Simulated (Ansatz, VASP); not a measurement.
## One calculation of Bi2Te3, two programs

```xyz
5
Lattice="2.2091 1.2754 10.7524 -2.2091 1.2754 10.7524 0.0000 -2.5508 10.7524" Properties=species:S:1:pos:R:3 pbc="T T T"
Bi    0.0000    0.0000   19.4388
Bi    0.0000    0.0000   12.8185
Te    0.0000    0.0000   25.3040
Te    0.0000    0.0000    0.0000
Te    0.0000    0.0000    6.9533
```

Alike in both runs: functional PBE; k mesh 9 × 9 × 9; occupations fermi-dirac, width 0.01 eV; no spin polarisation.

Ansatz relaxed the structure, and its values are those at the end. VASP's run is a single point on that final structure, the one shown.

```csv
,VASP,Ansatz
version,VASP 6.6.1,Ansatz 0.2.0
potentials or method,"VASP PAW PBE potentials, release 64 (Bi_d, Te)","plane-wave PAW, scalar-relativistic"
plane-wave cutoff (eV),520,420
valence electrons in the cell,48,78
```

```csv
,VASP,Ansatz,Ansatz less VASP
gap on the k mesh at the Fermi level (eV),0.57,0.58,+0.007
pressure (GPa),0.3,0.3,+0.01
rms of the force components (eV/Å),0.003,0.001,-0.0020
```

The functional is the same, so the differences come from potentials, cutoffs and numerics. VASP's potentials hold 48 valence electrons a cell and Ansatz's 78, so a difference there can come from the potentials and not from the codes. Ansatz's warnings: stress scf threshold loose.

Spin-orbit coupling is off throughout.
